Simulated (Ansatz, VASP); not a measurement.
# W: VASP beside Ansatz

```xyz
1
Lattice="-1.6249 1.6070 1.5886 1.6479 -1.5744 1.5790 1.5622 1.5117 -1.5560" Properties=species:S:1:pos:R:3 pbc="T T T"
W     0.0000    0.0000    0.0000
```

Change from the starting cell: cell strained at random at fixed volume.

Alike in both runs: task single point; functional PBE; dispersion D3(BJ); k mesh 9 × 9 × 9; occupations tetrahedron; no spin polarisation.

|  | VASP | Ansatz |
| --- | --- | --- |
| version | VASP 6.6.1 | Ansatz 0.2.0 |
| potentials or method | VASP PAW PBE potentials, release 64 (W_sv) | JTH PAW |
| plane-wave cutoff (eV) | 520 | 1290 |
| valence electrons in the cell | 14 | 14 |

```csv
,VASP,Ansatz,Ansatz less VASP
gap on the k mesh at the Fermi level (eV),none,none,-
pressure (GPa),0.2,-0.1,-0.22
"traceless stress, the component that is largest in VASP (GPa)",6.33,6.29,-0.040
```

A gap of «none» marks a metal or a gap that the smearing closes.

Spin-orbit coupling is off throughout.
